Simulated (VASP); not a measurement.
The system is Cs2In.

```
CELL_PARAMETERS angstrom
2.24957 1.29879 6.79429
-2.24957 1.29879 6.79429
0.00000 -2.59758 6.79429
ATOMIC_POSITIONS crystal
Cs 0.75000 0.75000 0.75000
Cs 0.25000 0.25000 0.25000
In 0.00000 0.00000 0.00000
```

- Program: VASP 6.6.1
- Task: relaxation of cell and atoms
- Functional: PBE
- Potentials or basis: VASP PAW PBE potentials, release 64 (Cs_sv, In_d)
- Cutoff: 600 eV
- k mesh: 6 × 6 × 6
- Occupations: gaussian, width 0.1 eV
- Spin: no spin polarisation

At the start: pressure 13.1 GPa; volume 39.70 Å³/atom.

Problem. How do energy, volume and symmetry change on relaxing?

Solution. Over 9 steps the energy falls by 922.4 meV/atom and the volume is 76.34 Å³/atom (+92.3 %); space group R-3m (No. 166, to 0.1 Å) before and after.

The path:
| step | energy change (eV) | largest force (eV/Å) | pressure (GPa) | volume (Å³) |
| --- | --- | --- | --- | --- |
| 1 | 0.0000 | 2.3099 | 13.14 | 119.11 |
| 2 | -2.5716 | 0.3144 | 1.63 | 184.50 |
| 3 | -2.7105 | 0.1160 | 0.75 | 202.25 |
| 4 | -2.7482 | 0.1223 | -0.27 | 241.08 |
| 5 | -2.7636 | 0.0661 | -0.03 | 228.35 |
| 6 | -2.7641 | 0.0525 | 0.03 | 225.69 |
| 7 | -2.7644 | 0.0508 | 0.03 | 226.02 |
| 8 | -2.7655 | 0.0463 | 0.02 | 227.02 |
| 9 | -2.7672 | 0.0367 | 0.00 | 229.03 |

Final structure:
```
Cs In
1.0
     2.80942    1.62202    8.37653
    -2.80942    1.62202    8.37653
     0.00000   -3.24404    8.37653
Cs In
2 1
Direct
  0.75674 0.75674 0.75674
  0.24326 0.24326 0.24326
  0.00000 0.00000 0.00000
```

Caveat: the volume moved by over 15 % at a fixed basis, so the end points are rough.
